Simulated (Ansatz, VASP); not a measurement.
**GaAs: VASP beside Ansatz**

INCAR

```
SYSTEM = GaAs
PREC = Accurate ; ENCUT = 520
EDIFF = 1E-6 ; ISMEAR = 0
SIGMA = 0.05 ; LREAL = .False.
LASPH = .True. ; NELM = 80
ALGO = Normal ; ISIF = 2
LWAVE = .False. ; LCHARG = .False.
GGA = PE ; NBANDS = 16
```

File KPOINTS:

```
regular mesh
0
Gamma
  10 10 10
  0 0 0
```

File POSCAR:

```
GaAs
1.0
    0.0000000000      2.9681925000      2.9681925000
    2.9681925000      0.0000000000      2.9681925000
    2.9681925000      2.9681925000      0.0000000000
Ga As
1 1
Direct
    0.0000000000      0.0000000000      0.0000000000
    0.7500000000      0.7500000000      0.7500000000
```

Input for Ansatz:

```yaml
crystal:
  lattice:
    - [0.0, 2.9681925, 2.9681925]
    - [2.9681925, 0.0, 2.9681925]
    - [2.9681925, 2.9681925, 0.0]
  atoms:
    - { symbol: Ga, position: [0.0, 0.0, 0.0] }
    - { symbol: As, position: [0.75, 0.75, 0.75] }
basis:
  ecutwfc: 420
kpoints:
  mp_grid: { grid: [10, 10, 10] }
hamiltonian:
  xc: pbe
scf:
  occupations: { method: gaussian, width: 0.05 }
output:
  forces: true
  stress: true
  eigenvalues: true
```

Change from the starting cell: strain +0.050 along x and y, +0.050 along z, atoms carried along.

Alike in both runs: task single point; functional PBE; k mesh 10 × 10 × 10; occupations gaussian, width 0.05 eV; no spin polarisation.

```csv
,VASP,Ansatz
version,VASP 6.6.1,Ansatz 0.2.0
potentials or method,"VASP PAW PBE potentials, release 64 (Ga_d, As), cutoff 520 eV","scalar-relativistic, plane waves, PAW"
valence electrons in the cell,18,28
```

```csv
,VASP,Ansatz,Ansatz less VASP
gap on the k mesh at the Fermi level (eV),none,none,-
pressure (GPa),-4.6,-4.7,-0.10
```

A gap of «none» marks a metal or a gap that the smearing closes. VASP's potentials hold 18 valence electrons a cell and Ansatz's 28, so a difference there can come from the potentials and not from the codes.
